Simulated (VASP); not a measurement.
A run of VASP 6.6.1 is set up as follows.

File INCAR:

```
ALGO     = Normal         # electronic algorithm
EDIFF    = 1E-6           # SCF threshold, eV
ENCUT    = 520            # plane-wave cutoff, eV
GGA      = PE             # functional
ISIF     = 2              # what is computed and relaxed
ISMEAR   = 0              # smearing method
IVDW     = 12             # dispersion correction
LASPH    = True           # aspherical terms in the spheres
LCHARG   = False          # write CHGCAR
LREAL    = False          # projectors in reciprocal space
LWAVE    = False          # write WAVECAR
NBANDS   = 28             # bands
NELM     = 80             # most SCF steps
PREC     = Accurate       # precision mode
SIGMA    = 0.05           # smearing width, eV
```

File KPOINTS:

```
k-points
0
Gamma
  8 8 6
```

POSCAR

```
PbSe
1.0
    2.1548765900     -6.1339473500      0.0000000000
    2.1548765900      6.1339473500      0.0000000000
    0.0000000000      0.0000000000      4.4504935700
Pb Se
2 2
Direct
    0.6317607300      0.3682392700      0.7921301586
    0.3682392700      0.6317607300      0.2921301586
    0.8612899600      0.1387100400      0.7500000000
    0.1387100400      0.8612899600      0.2500000000
```

Potentials or basis: VASP PAW PBE potentials, release 64 (Pb_d, Se).

The run is started by

```console
$ cat potpaw_PBE.64/Pb_d/POTCAR potpaw_PBE.64/Se/POTCAR > POTCAR
$ mpirun -np 1 vasp_std > vasp.out
```

Problem. What does it give for the dispersion energy per atom?

Solution. -0.360 eV.

Problem. What does it give for the pressure?

Solution. -0.5 GPa.

Stress tensor (GPa, compression positive):
```
-0.57  0.00  0.00
 0.00 -0.70  0.00
 0.00  0.00 -0.20
```

Caveat: the cell differs from its parent crystal (all Pb atoms moved +0.188 Å, as atom 1 along Cartesian [0 0 1]).
